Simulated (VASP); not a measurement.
# ZrB (I4/mmm) in VASP: further runs

ZrB is run at these levels: LDA; tasks: single point.

Everything below comes from runs of VASP 6.6.1. Logs are shortened: lines on timing, memory, paths and dates and some standing lists are left out, and cuts for length are marked.

## 1. The cell of the first run

Symmetry: I4/mmm, No. 139, tetragonal system. The conventional cell has a = 3.471 Å, b = 3.471 Å, c = 4.173 Å, α = 90.00°, β = 90.00°, γ = 90.00°. Zr (site symmetry 4/mmm) has 6 B at 2.09 to 2.45 Å within 2.8 Å. Within 2.8 Å of B (site symmetry 4/mmm) lie 6 Zr at 2.09 to 2.45 Å.

## 2. Single point, LDA

File INCAR:

```
ALGO = Normal ; EDIFF = 1E-6
ENCUT = 520 ; ISIF = 2
ISMEAR = 0 ; LASPH = T
LCHARG = T ; LELF = T
LREAL = F ; LVHAR = T
LWAVE = F ; NBANDS = 14
NELM = 100 ; PREC = Accurate
SIGMA = 0.15
```

File KPOINTS:

```
k-points
0
Gamma
  20 20 20
```

File POSCAR:

```
ZrB
1.0
    0.0000000000      2.4544262213      2.0862622881
    2.4544262213      0.0000000000      2.0862622881
    2.4544262213      2.4544262213      0.0000000000
Zr B
1 1
Direct
    0.0000000000      0.0000000000      0.0000000000
    0.5000000000      0.5000000000      0.5000000000
```

Potentials or basis: VASP PAW LDA potentials, release 64 (Zr_sv, B).

Run with:

```console
cat potpaw_LDA.64/Zr_sv/POTCAR potpaw_LDA.64/B/POTCAR > POTCAR
mpirun -np 1 vasp_std > vasp.out
```

OUTCAR:

```text
EDIFF = 1E-6
   ENCUT = 520
   ISIF = 2
   ISMEAR = 0
   LASPH = T
   LREAL = F
   NELM = 100
   PREC = Accurate

 ion  position               nearest neighbor table
   1  0.000  0.000  0.000-   2 2.09   2 2.09   2 2.45   2 2.45   2 2.45   2 2.45
   2  0.500  0.500  0.500-   1 2.09   1 2.09   1 2.45   1 2.45   1 2.45   1 2.45

  LATTYP: Found a body centered tetragonal cell.
 ALAT       =     3.4710828500
 C/A-ratio  =     1.2020815280

  Lattice vectors:

 A1 = (   0.0000000000,  -2.4544262213,  -2.0862622881)
 A2 = (   0.0000000000,   2.4544262213,  -2.0862622881)
 A3 = (   2.4544262213,   0.0000000000,   2.0862622881)

Analysis of symmetry for initial positions (statically):
=====================================================================
 Subroutine PRICEL returns:
 Original cell was already a primitive cell.

 Routine SETGRP: Setting up the symmetry group for a
 body centered tetragonal supercell.

 Subroutine GETGRP returns: Found 16 space group operations
 (whereof 16 operations were pure point group operations)
 out of a pool of 16 trial point group operations.

The static configuration has the point symmetry D_4h.

Analysis of symmetry for dynamics (positions and initial velocities):
=====================================================================
 Subroutine PRICEL returns:
 Original cell was already a primitive cell.

 Routine SETGRP: Setting up the symmetry group for a
 body centered tetragonal supercell.

 Subroutine GETGRP returns: Found 16 space group operations
 (whereof 16 operations were pure point group operations)
 out of a pool of 16 trial point group operations.

The dynamic configuration has the point symmetry D_4h.

 Subroutine INISYM returns: Found 16 space group operations
 (whereof 16 operations are pure point group operations),
 and found     1 'primitive' translations

----------------------------------------------------------------------------------------

                                     Primitive cell

  volume of cell :      25.1362

  direct lattice vectors                    reciprocal lattice vectors
     0.000000000  2.454426221  2.086262288    -0.203713599  0.203713599  0.239663058
     2.454426221  0.000000000  2.086262288     0.203713599 -0.203713599  0.239663058
     2.454426221  2.454426221  0.000000000     0.203713599  0.203713599 -0.239663058

  length of vectors
     3.221288315  3.221288315  3.471082850     0.374749039  0.374749039  0.374749039

  position of ions in fractional coordinates (direct lattice)
     0.000000000  0.000000000  0.000000000
     0.500000000  0.500000000  0.500000000

[... 83 lines left out ...]
   ISYM   =      2    0-nonsym 1-usesym 2-fastsym
   POTIM  = 0.5000    time-step for ionic-motion
   TEBEG  =    0.0;   TEEND  =   0.0 temperature during run
   PSTRESS=    0.0 pullay stress
   NELECT =      15.0000    total number of electrons
   NUPDOWN=      -1.0000    fix difference up-down
   EMIN   =  10.00;   EMAX   =-10.00  energy-range for DOS
   EFERMI =   0.00;   METHOD = LEGACY
   ISMEAR =     0;   SIGMA  =   0.15  broadening in eV -4-tet -1-fermi 0-gaus
   EFERMI_NEDOS =   21; number of points for ismear=-14 and -15
   IALGO  =     38    algorithm
   IMIX   =      4    mixing-type and parameters
     AMIX     =   0.40;   BMIX     =  1.00
     AMIX_MAG =   1.60;   BMIX_MAG =  1.00
  volume/ion in A,a.u.               =      12.57        84.81
  Fermi-wavevector in a.u.,A,eV,Ry     =   1.378285  2.604581 25.846565  1.899669
  Thomas-Fermi vector in A             =   2.503360
   LORBIT       =      0    0 simple, 1 ext, 2 COOP (PROOUT), +10 PAW based schemes
   GGA     = CA    functional components
   LHFCALC =     F    Hartree Fock is set to
   AEXX    =    0.0000 exact exchange contribution
   IVDW    =     0    specifies the selected vdW correction
   LEPSILON=     F    determine dielectric tensor
   LRPA    =     F    only Hartree local field effects (RPA)
 non-spin polarized calculation
 Gauss-broadening in eV      SIGMA  =   0.15
  energy-cutoff  :      520.00
  volume of cell :       25.14
 maximum number of plane-waves:       708
   NGX = 11   NGY = 11   NGZ = 13

 number of electron      15.0000000 magnetization

 Free energy of the ion-electron system (eV)
  ---------------------------------------------------
  ext. energy  EPLUGINS =         0.00000000
  ---------------------------------------------------
  free energy    TOTEN  =       -16.71570785 eV

  energy without entropy =      -16.70035718  energy(sigma->0) =      -16.70803252

 E-fermi :   9.2259     XC(G=0): -12.3469

 val. band max:        9.2234091645   @ k =  -0.4500   0.3500   0.1500
 cond. band min:       9.2276815437   @ k =   0.5000   0.4000   0.0500
 fundamental gap:      0.0042723792
 Fermi energy:         9.2258773506

 k-point     1 :       0.0000    0.0000    0.0000
  band No.  band energies     occupation
      1     -37.6463      2.00000
      2     -15.7684      2.00000
      3     -15.4572      2.00000
      4     -15.4572      2.00000
      5       0.7626      2.00000
      6      10.2936      0.00000
      7      10.2936      0.00000
      8      11.6516      0.00000
      9      12.0623      0.00000
     10      12.3036      0.00000
     11      12.3036      0.00000
     12      12.4779      0.00000
     13      13.9136      0.00000
     14      20.3703      0.00000
[... 377 lines left out ...]
      1     -37.5416      2.00000
      2     -16.4078      2.00000
      3     -15.6274      2.00000
      4     -15.6271      2.00000
      5       3.5188      2.00000
      6       6.4611      2.00000
      7       7.4488      2.00000
      8       8.6005      2.00000
      9      13.6933      0.00000
     10      13.7132      0.00000
     11      14.8160      0.00000
     12      19.2462      0.00000
     13      19.6266      0.00000
     14      20.9903      0.00000

 [... further k-points ...]
[... 5 lines left out ...]
  --------------------------------------------------------------------------------------
  -------------------------------------------------------------------------------------
  Total        1.2740152      1.2740152     11.2036216      0.0000000      0.0000000      0.0000000
  in kB       81.2056617     81.2056617    714.1182734      0.0000000      0.0000000      0.0000000
  external PRESSURE =     292.1765322 kB  Pullay stress =       0.0000000 kB

 VOLUME and BASIS-vectors are now :
 -----------------------------------------------------------------------------
  energy-cutoff  :      520.00
  volume of cell :       25.14
      direct lattice vectors                 reciprocal lattice vectors
     0.000000000  2.454426221  2.086262288    -0.203713599  0.203713599  0.239663058
     2.454426221  0.000000000  2.086262288     0.203713599 -0.203713599  0.239663058
     2.454426221  2.454426221  0.000000000     0.203713599  0.203713599 -0.239663058

 POSITION                                       TOTAL-FORCE (eV/Angst)
 -----------------------------------------------------------------------------------
      0.00000      0.00000      0.00000        -0.000000      0.000000      0.000000
      2.45443      2.45443      2.08626         0.000000      0.000000     -0.000000
 -----------------------------------------------------------------------------------
    total drift:                                0.000000     -0.000000     -0.000000

  FREE ENERGIE OF THE ION-ELECTRON SYSTEM (eV)
  ---------------------------------------------------
  free  energy   TOTEN  =       -16.7157078515 eV

  energy  without entropy=      -16.7003571797  energy(sigma->0) =      -16.70803252
```

stdout:

```text
POSCAR found type information on POSCAR ZrB
 POSCAR found :  2 types and       2 ions
 scaLAPACK will be used
 LDA part: xc-table for (Slater(with rela. corr.)+CA(PZ))
 , standard interpolation
 POSCAR, INCAR and KPOINTS ok, starting setup
 FFT: planning ... GRIDC
 FFT: planning ... GRID_SOFT
 FFT: planning ... GRID
 WAVECAR not read
 entering main loop
```

It took 99 s on 1 thread of Intel Xeon 6975P-C, shared host; peak memory 0.33 GiB.

Results:

- Free energy: -16.7157 eV
- Pressure: 29.2 GPa

Stress tensor (GPa, compression positive):
```
 8.12  0.00  0.00
 0.00  8.12  0.00
 0.00  0.00 71.41
```

Levels at points of the mesh, in eV from the Fermi level:
```tsv
k point	band 6	band 7	band 8	band 9	band 10	band 11
(0.00, 0.00, 0.00)	1.07	1.07	2.43	2.84	3.08	3.08
(0.50, 0.00, 0.00)	-3.46	-2.17	-1.76	4.76	6.19	7.51
(0.50, 0.50, 0.00)	-1.65	1.23	1.53	1.53	5.48	6.25
(0.50, 0.00, 0.50)	-1.28	-1.14	2.15	3.60	4.44	5.75
```

## 3. Single point, LDA

This run uses another cell than the first one, of the same volume but with other edges.

File INCAR:

```
SYSTEM = ZrB
PREC = Accurate ; ENCUT = 520
EDIFF = 1E-6 ; ISMEAR = 0
SIGMA = 0.15 ; LREAL = .FALSE.
LASPH = .TRUE. ; NELM = 80
ALGO = Normal ; ISIF = 2
LWAVE = .FALSE. ; LCHARG = .TRUE.
GGA = CA ; LELF = .TRUE.
LVHAR = .TRUE. ; NBANDS = 14
```

File KPOINTS:

```
Automatic mesh
0
G
  20 20 20
  0 0 0
```

File POSCAR:

```
ZrB
1.0
    0.0000000000      2.1879087671      2.6254905206
    2.1879087671      0.0000000000      2.6254905206
    2.1879087671      2.1879087671      0.0000000000
Zr B
1 1
Direct
    0.0000000000      0.0000000000      0.0000000000
    0.5000000000      0.5000000000      0.5000000000
```

Potentials or basis: VASP PAW LDA potentials, release 64 (Zr_sv, B).

Run with:

```console
cat potpaw_LDA.64/Zr_sv/POTCAR potpaw_LDA.64/B/POTCAR > POTCAR
mpirun -np 1 vasp_std > vasp.out
```

Run time: 2.2 min. Hardware: 1 thread of Intel Xeon 6975P-C, shared host; peak memory 0.34 GiB.

Results (log left out):

```
Free energy : -16.5425 eV
Pressure    : 33.9 GPa
```

Stress tensor (GPa, compression positive):
```
 58.68   0.00   0.00
  0.00  58.68   0.00
  0.00   0.00 -15.72
```

Levels at points of the mesh, in eV from the Fermi level:
```tsv
k point	band 6	band 7	band 8	band 9	band 10	band 11
(0.00, 0.00, 0.00)	0.46	1.81	2.60	2.60	2.93	4.14
(0.50, 0.00, 0.00)	-3.27	-2.10	-1.52	5.30	6.14	7.68
(0.50, 0.50, 0.00)	-1.59	-1.22	3.32	3.32	5.34	6.53
(0.50, 0.00, 0.50)	-1.20	0.58	1.74	2.74	4.91	5.29
```

## 4. Single point, LDA

This run uses another cell than the first one, of the same volume but with other edges.

File INCAR:

```
SYSTEM = ZrB
PREC = Accurate
ENCUT = 520
EDIFF = 1E-6
ISMEAR = 0
SIGMA = 0.15
LREAL = .False.
LASPH = .True.
NELM = 100
ALGO = Normal
ISIF = 2
LWAVE = .False.
LCHARG = .False.
NBANDS = 14
```

File KPOINTS:

```
Automatic mesh
0
Gamma
  20 20 20
  0 0 0
```

File POSCAR:

```
ZrB
1.0
    0.0000000000      2.5257561725      1.9700898145
    2.5257561725      0.0000000000      1.9700898145
    2.5257561725      2.5257561725      0.0000000000
Zr B
1 1
Direct
    0.0000000000      0.0000000000      0.0000000000
    0.5000000000      0.5000000000      0.5000000000
```

Run with:

```console
cat potpaw_LDA.64/Zr_sv/POTCAR potpaw_LDA.64/B/POTCAR > POTCAR
mpirun -np 1 vasp_std > vasp.out
```

Wall time 93 s (1 thread of Intel Xeon 6975P-C, shared host); peak memory 0.33 GiB.

It converged, with:

```yaml
Free_energy: -15.9665 eV
Pressure: 36.2 GPa
```

Stress tensor (GPa, compression positive):
```
  0.74   0.00   0.00
  0.00   0.74   0.00
  0.00   0.00 107.13
```

Levels at points of the mesh, in eV from the Fermi level:
| k point | band 5 | band 6 | band 7 | band 8 | band 9 | band 10 | band 11 | band 12 |
| --- | --- | --- | --- | --- | --- | --- | --- | --- |
| (0.00, 0.00, 0.00) | -8.70 | 0.60 | 0.60 | 1.55 | 2.19 | 2.53 | 2.53 | 3.15 |
| (0.50, 0.00, 0.00) | -4.85 | -3.38 | -2.87 | -2.27 | 4.05 | 6.19 | 7.43 | 7.80 |
| (0.50, 0.50, 0.00) | -7.04 | -2.13 | 0.88 | 0.88 | 2.23 | 5.37 | 5.55 | 5.55 |
| (0.50, 0.00, 0.50) | -7.09 | -1.69 | -1.40 | 1.79 | 3.35 | 4.45 | 4.97 | 6.25 |

## 5. Overview

```csv
cell,gap on the mesh (eV),pressure (GPa)
"a = 3.221, b = 3.221, c = 3.471 Å, angles 57.4, 57.4, 65.2°, 2 atoms",none,29.2
"a = 3.418, b = 3.418, c = 3.094 Å, angles 63.1, 63.1, 53.8°, 2 atoms",none,33.9
"a = 3.203, b = 3.203, c = 3.572 Å, angles 56.1, 56.1, 67.8°, 2 atoms",none,36.2
```

Alike in all rows: task single point; level LDA; potentials or basis VASP PAW LDA potentials, release 64 (Zr_sv, B); no spin polarisation; k mesh 20 × 20 × 20; cutoff (eV) 520; smearing gaussian 0.15 eV.

Absolute energies hang on the potentials; compare differences alone.
